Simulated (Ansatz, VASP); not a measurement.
# One calculation of Cr, two programs

```
CELL_PARAMETERS angstrom
2.62034 0.00000 0.00000
-1.31017 2.26928 0.00000
0.00000 0.00000 4.25781
ATOMIC_POSITIONS crystal
Cr 0.33333 0.66667 0.25000
Cr 0.66667 0.33333 0.75000
```

Change from the starting cell: volume scaled by 0.9, no spin polarisation, PAW files.

Alike in both runs: task single point; functional LDA; k mesh 12 × 12 × 7; occupations fermi-dirac, width 0.03 eV; no spin polarisation.

```csv
,VASP,Ansatz
version,VASP 6.6.1,Ansatz 0.2.0
potentials or method,"VASP PAW LDA potentials, release 64 (Cr_pv)","PAW with Ansatz's default frozen-core files, scalar-relativistic"
plane-wave cutoff (eV),520,420
valence electrons in the cell,24,28
```

|  | VASP | Ansatz | Ansatz less VASP |
| --- | --- | --- | --- |
| pressure (GPa) | -27.1 | -27.0 | +0.04 |
| traceless stress, the component that is largest in VASP (GPa) | 6.12 | 6.40 | +0.281 |

LDA's correlation is that of Perdew and Zunger in VASP and of Perdew and Wang (1992) in Ansatz. VASP's potentials hold 24 valence electrons a cell and Ansatz's 28, so a difference there can come from the potentials and not from the codes.
